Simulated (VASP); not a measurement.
# Ta3N (C2/m) in VASP: further runs

Runs on Ta3N. Level: PBE. Tasks: single point.

Program: VASP 6.6.1. These are calculated values, not measurements. Logs are shortened: lines on timing, memory, paths and dates and some standing lists are left out, and cuts for length are marked.

## Step 1: The cell of the first run

The structure is monoclinic, space group C2/m (No. 12). Conventional cell: a = 5.236 Å, b = 3.022 Å, c = 7.560 Å, α = 90.00°, β = 93.01°, γ = 90.00°. Ta (site symmetry 2/m) has 12 Ta at 2.95 to 3.06 Å and 2 N at 3.78 Å within 3.9 Å. Ta (site symmetry m) has 3 N at 2.16 to 2.24 Å and 12 Ta at 2.95 to 3.19 Å within 3.2 Å. N (site symmetry 2/m) has 6 Ta at 2.16 to 2.24 Å within 2.9 Å.

## Step 2: Single point, PBE (strain +0.0525 x Voigt [0, 0, 0, 1, 0, 0])

File INCAR:

```
SYSTEM = Ta3N
  PREC = Accurate
  ENCUT = 520
  EDIFF = 1E-7
  ISMEAR = 0
  SIGMA = 0.15
  LREAL = .FALSE.
  LASPH = .TRUE.
  NELM = 60
  ALGO = Normal
  ISIF = 2
  LWAVE = .FALSE.
  LCHARG = .FALSE.
  GGA = PE
  NBANDS = 27
```

File KPOINTS:

```
Automatic mesh
0
G
  18 18 6
  0 0 0
```

File POSCAR:

```
Ta3N
1.0
    3.0217748255      0.0000000000      0.0000000000
   -1.5108874128      2.6169337634      0.0686945113
    0.0000000000      0.1983866899      7.5575881873
Ta N
3 1
Direct
    0.0000000000      0.0000000000      0.5000000000
    0.3333333333      0.6666666667      0.1735950547
    0.6666666667      0.3333333333      0.8264049453
    0.0000000000      0.0000000000      0.0000000000
```

Potentials or basis: VASP PAW PBE potentials, release 64 (Ta_pv, N).

The run is started by

```sh
> cat potpaw_PBE.64/Ta_pv/POTCAR potpaw_PBE.64/N/POTCAR > POTCAR
> mpirun -np 1 vasp_std > vasp.out
```

OUTCAR:

```text
SYSTEM = Ta3N
   PREC = Accurate
   ENCUT = 520
   EDIFF = 1E-7
   ISMEAR = 0
   LREAL = .FALSE.
   LASPH = .TRUE.
   NELM = 60
   ISIF = 2
   GGA = PE

 ion  position               nearest neighbor table
   1  0.000  0.000  0.500-   2 2.95   3 2.95   3 3.06   2 3.06   3 3.06   2 3.06
   2  0.333  0.667  0.174-   4 2.16   4 2.16   4 2.24   1 2.95   1 3.06   1 3.06   3 3.07   3 3.19
                             3 3.19
   3  0.667  0.333  0.826-   4 2.16   4 2.16   4 2.24   1 2.95   1 3.06   1 3.06   2 3.07   2 3.19
                             2 3.19
   4  0.000  0.000  0.000-   2 2.16   3 2.16   3 2.16   2 2.16   3 2.24   2 2.24

  LATTYP: Found a base centered monoclinic cell.
 ALAT       =     5.2356704472
 B/A-ratio  =     0.5771514567
 C/A-ratio  =     1.4439777370
 COS(beta)  =    -0.0524638491

  Lattice vectors:

 A1 = (  -1.5108874127,  -2.6169337634,  -0.0686945113)
 A2 = (   1.5108874128,  -2.6169337634,  -0.0686945113)
 A3 = (   0.0000000000,   0.1983866899,   7.5575881873)

Analysis of symmetry for initial positions (statically):
=====================================================================
 Subroutine PRICEL returns:
 Original cell was already a primitive cell.

 Routine SETGRP: Setting up the symmetry group for a
 base centered monoclinic supercell.

 Subroutine GETGRP returns: Found  4 space group operations
 (whereof  4 operations were pure point group operations)
 out of a pool of  4 trial point group operations.

The static configuration has the point symmetry C_2h.

Analysis of symmetry for dynamics (positions and initial velocities):
=====================================================================
 Subroutine PRICEL returns:
 Original cell was already a primitive cell.

 Routine SETGRP: Setting up the symmetry group for a
 base centered monoclinic supercell.

 Subroutine GETGRP returns: Found  4 space group operations
 (whereof  4 operations were pure point group operations)
 out of a pool of  4 trial point group operations.

The dynamic configuration has the point symmetry C_2h.

 Subroutine INISYM returns: Found  4 space group operations
 (whereof  4 operations are pure point group operations),
 and found     1 'primitive' translations

----------------------------------------------------------------------------------------

                                     Primitive cell

  volume of cell :      59.7226

  direct lattice vectors                    reciprocal lattice vectors
     3.021774826  0.000000000  0.000000000     0.330931343  0.191195045 -0.005018870
    -1.510887413  2.616933763  0.068694511     0.000000000  0.382390090 -0.010037740
     0.000000000  0.198386690  7.557588187     0.000000000 -0.003475725  0.132408582

  length of vectors
     3.021774826  3.022555547  7.560191564     0.382225441  0.382521813  0.132454193

  position of ions in fractional coordinates (direct lattice)
     0.000000000  0.000000000  0.500000000
     0.333333333  0.666666667  0.173595055
     0.666666667  0.333333333  0.826404945
     0.000000000  0.000000000  0.000000000

  ion indices of the primitive-cell ions
   primitive index   ion index
                 1           1
                 2           2
                 3           3
                 4           4

----------------------------------------------------------------------------------------

 KPOINTS: Automatic mesh

Automatic generation of k-mesh.
 Grid dimensions read from file:
 generate k-points for:   18   18    6

 Generating k-lattice:

  Cartesian coordinates                     Fractional coordinates (reciprocal lattice)
     0.018385075  0.010621947 -0.000278826     0.055555556 -0.000000000  0.000000000
     0.000000000  0.021243894 -0.000557652     0.000000000  0.055555556  0.000000000
     0.000000000 -0.000579288  0.022068097     0.000000000  0.000000000  0.166666667

  Length of vectors
     0.021234747  0.021251212  0.022075699

  Shift w.r.t. Gamma in fractional coordinates (k-lattice)
     0.000000000  0.000000000  0.000000000

 Subroutine IBZKPT returns following result:
 ===========================================

 Found    524 irreducible k-points:

 Following reciprocal coordinates:
            Coordinates               Weight
  0.000000  0.000000  0.000000      1.000000
  0.055556 -0.000000  0.000000      4.000000
  0.111111 -0.000000  0.000000      4.000000
  0.166667 -0.000000  0.000000      4.000000
  0.222222 -0.000000  0.000000      4.000000
  0.277778 -0.000000  0.000000      4.000000
[... 16 lines left out ...]
 -0.333333  0.055556 -0.000000      4.000000
 -0.277778  0.055556 -0.000000      4.000000
 [... further k-points ...]
   k-points           NKPTS =    524   k-points in BZ     NKDIM =    524   number of bands    NBANDS=     27
   number of dos      NEDOS =    301   number of ions     NIONS =      4
   total plane-waves  NPLWV =  32256
   dimension x,y,z NGX =    24 NGY =   24 NGZ =   56
   dimension x,y,z NGXF=    48 NGYF=   48 NGZF=  112
   ions per type =               3   1
   NGX,Y,Z   is equivalent  to a cutoff of  13.20, 13.20, 12.31 a.u.
   NGXF,Y,Z  is equivalent  to a cutoff of  26.41, 26.40, 24.63 a.u.
 SYSTEM =  Ta3N
   PREC   = accura    normal or accurate (medium, high low for compatibility)
   ISTART =      0    job   : 0-new  1-cont  2-samecut
   ICHARG =      2    charge: 1-file 2-atom 10-const
   ISPIN  =      1    spin polarized calculation?
   LNONCOLLINEAR =      F non collinear calculations
   LSORBIT =      F    spin-orbit coupling
   LASPH  =      T    aspherical Exc in radial PAW
   ENCUT  =  520.0 eV  38.22 Ry    6.18 a.u.   5.62  5.62 14.06*2*pi/ulx,y,z
   NELM   =     60;   NELMIN=  2; NELMDL= -5     # of ELM steps
   EDIFF  = 0.1E-06   stopping-criterion for ELM
   LREAL  =      F    real-space projection
   EDIFFG = 0.1E-05   stopping-criterion for IOM
   NSW    =      0    number of steps for IOM
   IBRION =     -1    ionic relax: 0-MD 1-quasi-New 2-CG
   NFREE  =      0    steps in history (QN), initial steepest desc. (CG)
   ISIF   =      2    stress and relaxation
   ISYM   =      2    0-nonsym 1-usesym 2-fastsym
   POTIM  = 0.5000    time-step for ionic-motion
   TEBEG  =    0.0;   TEEND  =   0.0 temperature during run
   PSTRESS=    0.0 pullay stress
   NELECT =      38.0000    total number of electrons
   NUPDOWN=      -1.0000    fix difference up-down
   EMIN   =  10.00;   EMAX   =-10.00  energy-range for DOS
   EFERMI =   0.00;   METHOD = LEGACY
   ISMEAR =     0;   SIGMA  =   0.15  broadening in eV -4-tet -1-fermi 0-gaus
   EFERMI_NEDOS =   21; number of points for ismear=-14 and -15
   IALGO  =     38    algorithm
   IMIX   =      4    mixing-type and parameters
     AMIX     =   0.40;   BMIX     =  1.00
     AMIX_MAG =   1.60;   BMIX_MAG =  1.00
  volume/ion in A,a.u.               =      14.93       100.76
  Fermi-wavevector in a.u.,A,eV,Ry     =   1.408066  2.660860 26.975604  1.982651
  Thomas-Fermi vector in A             =   2.530262
   LORBIT       =      0    0 simple, 1 ext, 2 COOP (PROOUT), +10 PAW based schemes
   GGA     = PE    functional components
   LHFCALC =     F    Hartree Fock is set to
   AEXX    =    0.0000 exact exchange contribution
   IVDW    =     0    specifies the selected vdW correction
   LEPSILON=     F    determine dielectric tensor
   LRPA    =     F    only Hartree local field effects (RPA)
 non-spin polarized calculation
 Gauss-broadening in eV      SIGMA  =   0.15
  energy-cutoff  :      520.00
  volume of cell :       59.72
 maximum number of plane-waves:      1632
   NGX = 11   NGY = 11   NGZ = 29

 number of electron      37.9999997 magnetization

 Free energy of the ion-electron system (eV)
  ---------------------------------------------------
  ext. energy  EPLUGINS =         0.00000000
  ---------------------------------------------------
  free energy    TOTEN  =       -45.62865079 eV

  energy without entropy =      -45.59353198  energy(sigma->0) =      -45.61109138

 E-fermi :   6.6456     XC(G=0): -12.7014

 val. band max:        6.6384435713   @ k =   0.2778   0.2778   0.5000
 cond. band min:       6.6468737083   @ k =   0.2778   0.1667   0.0000
 fundamental gap:      0.0084301370
 Fermi energy:         6.6456283997

 k-point     1 :       0.0000    0.0000    0.0000
  band No.  band energies     occupation
      1     -28.5236      2.00000
      2     -28.2236      2.00000
      3     -27.8883      2.00000
      4     -27.8846      2.00000
      5     -27.8745      2.00000
      6     -27.8448      2.00000
[... 19 lines left out ...]
     26       9.1930      0.00000
     27      10.0938      0.00000

 k-point     2 :       0.0556   -0.0000    0.0000
  band No.  band energies     occupation
      1     -28.5187      2.00000
      2     -28.2203      2.00000
      3     -27.9129      2.00000
      4     -27.8953      2.00000
      5     -27.8894      2.00000
      6     -27.8516      2.00000
[... 19 lines left out ...]
     26       9.3835      0.00000
     27      10.2737      0.00000

 k-point     3 :       0.1111   -0.0000    0.0000
  band No.  band energies     occupation
      1     -28.5052      2.00000
      2     -28.2124      2.00000
      3     -27.9811      2.00000
      4     -27.9514      2.00000
      5     -27.9112      2.00000
      6     -27.8655      2.00000
[... 19 lines left out ...]
     26       9.6677      0.00000
     27      10.5723      0.00000

 k-point     4 :       0.1667   -0.0000    0.0000
  band No.  band energies     occupation
      1     -28.4871      2.00000
      2     -28.2118      2.00000
      3     -28.0719      2.00000
      4     -28.0402      2.00000
      5     -27.9398      2.00000
      6     -27.8847      2.00000
[... 19 lines left out ...]
     26       9.9793      0.00000
     27      10.8072      0.00000
[... 516 lines left out ...]
      4     -28.0793      2.00000
      5     -28.0652      2.00000
      6     -27.9839      2.00000
[... 19 lines left out ...]
     26      11.1410      0.00000
     27      11.3860      0.00000

 k-point    23 :      -0.3333    0.0556   -0.0000
  band No.  band energies     occupation
      1     -28.5061      2.00000
      2     -28.4279      2.00000
      3     -28.2746      2.00000
      4     -28.0975      2.00000
      5     -28.0332      2.00000
      6     -27.9597      2.00000
[... 19 lines left out ...]
     26      10.8337      0.00000
     27      11.1332      0.00000

 k-point    24 :      -0.2778    0.0556   -0.0000
  band No.  band energies     occupation
      1     -28.4703      2.00000
      2     -28.3197      2.00000
      3     -28.2159      2.00000
      4     -28.1127      2.00000
      5     -27.9955      2.00000
      6     -27.9322      2.00000
[... 19 lines left out ...]
     26      10.4422      0.00000
     27      11.0214      0.00000

 [... further k-points ...]

------------------------ aborting loop because EDIFF is reached ----------------------------------------

  FORCE on cell =-STRESS in cart. coord.  units (eV):
  Direction    XX          YY          ZZ          XY          YZ          ZX
  --------------------------------------------------------------------------------------
  -------------------------------------------------------------------------------------
  Total       -0.0325513      0.5249355      0.3853324     -0.0000000     -0.2040444      0.0000000
  in kB       -0.8732540     14.0824362     10.3373069     -0.0000000     -5.4738959      0.0000000
  external PRESSURE =       7.8488297 kB  Pullay stress =       0.0000000 kB

 VOLUME and BASIS-vectors are now :
 -----------------------------------------------------------------------------
  energy-cutoff  :      520.00
  volume of cell :       59.72
      direct lattice vectors                 reciprocal lattice vectors
     3.021774826  0.000000000  0.000000000     0.330931343  0.191195045 -0.005018870
    -1.510887413  2.616933763  0.068694511     0.000000000  0.382390090 -0.010037740
     0.000000000  0.198386690  7.557588187     0.000000000 -0.003475725  0.132408582

 POSITION                                       TOTAL-FORCE (eV/Angst)
 -----------------------------------------------------------------------------------
      0.00000      0.09919      3.77879         0.000000      0.000000      0.000000
     -0.00000      1.77906      1.35776         0.000000     -0.300806      0.126402
      1.51089      1.03626      6.26853        -0.000000      0.300806     -0.126402
      0.00000      0.00000      0.00000         0.000000     -0.000000      0.000000
 -----------------------------------------------------------------------------------
    total drift:                                0.000000     -0.000000     -0.000000

  FREE ENERGIE OF THE ION-ELECTRON SYSTEM (eV)
  ---------------------------------------------------
  free  energy   TOTEN  =       -45.6286507893 eV

  energy  without entropy=      -45.5935319768  energy(sigma->0) =      -45.61109138
```

Wall time 16 min (1 thread of Intel Xeon Platinum 8259CL at 2.50GHz (Skylake/Cascade Lake), shared host); peak memory 0.72 GiB.

What came out:

| Property | Result |
| --- | --- |
| Free energy | -45.6287 eV |
| Pressure | 0.8 GPa |
| Largest force | 0.326 eV/Å |
| Band gap on the k mesh | zero (bands 19 and 20 overlap by 0.89 eV) |

Forces in eV/Å, atoms in the order of the input:
```
Ta   0.000  0.000  0.000
Ta   0.000 -0.301  0.126
Ta   0.000  0.301 -0.126
N    0.000  0.000  0.000
```

Caveat: the cell differs from its parent crystal (strain +0.0525 x Voigt [0, 0, 0, 1, 0, 0]); spin-orbit coupling is left out, which moves the levels of the heavy elements.

## Step 3: Single point, PBE (strain +0.0450 x Voigt [0, 0, 0, 1, 0, 0])

File INCAR:

```
PREC = Accurate
ENCUT = 520
EDIFF = 1E-6
ISMEAR = 0
SIGMA = 0.15
LREAL = F
LASPH = T
NELM = 60
ALGO = Normal
ISIF = 2
LWAVE = F
LCHARG = F
GGA = PE
NBANDS = 27
```

File KPOINTS:

```
Automatic mesh
0
Gamma
  18 18 6
```

Edit POSCAR of step 2 so:

```diff
@@ -3,4 +3,4 @@
     3.0217748255      0.0000000000      0.0000000000
-   -1.5108874128      2.6169337634      0.0686945113
-    0.0000000000      0.1983866899      7.5575881873
+   -1.5108874128      2.6169337634      0.0588810097
+    0.0000000000      0.1700457342      7.5575881873
 Ta N
```

Potentials or basis: VASP PAW PBE potentials, release 64 (Ta_pv, N).

The run is started by

```sh
> cat potpaw_PBE.64/Ta_pv/POTCAR potpaw_PBE.64/N/POTCAR > POTCAR
> mpirun -np 1 vasp_std > vasp.out
```

Run time: 11 min. Hardware: 1 thread of Intel Xeon Platinum 8259CL at 2.50GHz (Skylake/Cascade Lake), shared host; peak memory 0.72 GiB.

The run converged. Its results:

| Property | Result |
| --- | --- |
| Free energy | -45.6299 eV |
| Pressure | 0.7 GPa |
| Largest force | 0.283 eV/Å |
| Band gap on the k mesh | zero (bands 19 and 20 overlap by 0.88 eV) |

Forces on the atoms (eV/Å):
```
Ta   0.000  0.000  0.000
Ta   0.000 -0.262  0.105
Ta   0.000  0.262 -0.105
N    0.000  0.000  0.000
```

Stress tensor (GPa, compression positive):
```
-0.08  0.00  0.00
 0.00  1.20 -0.30
 0.00 -0.30  0.85
```

Levels at points of the mesh, in eV from the Fermi level:
```csv
k point,band 16,band 17,band 18,band 19,band 20,band 21,band 22,band 23
"(0.00, 0.00, 0.00)",-1.42,-0.67,-0.46,-0.12,0.35,0.37,0.90,1.68
"(0.50, 0.00, 0.00)",-3.12,-1.21,-0.47,0.03,0.77,1.05,3.54,3.95
"(0.00, 0.50, 0.00)",-3.07,-1.00,-0.64,0.37,0.69,0.80,3.62,4.05
"(0.00, 0.00, 0.50)",-1.29,-1.18,-0.27,-0.17,0.56,0.60,1.21,1.27
"(0.50, 0.00, 0.50)",-2.92,-1.34,-1.23,0.29,0.78,1.41,2.44,4.39
"(0.00, 0.50, 0.50)",-2.82,-1.30,-1.20,-0.04,1.04,1.41,2.41,4.45
```

Caveat: the cell differs from its parent crystal (strain +0.0450 x Voigt [0, 0, 0, 1, 0, 0]); spin-orbit coupling is left out, which moves the levels of the heavy elements.
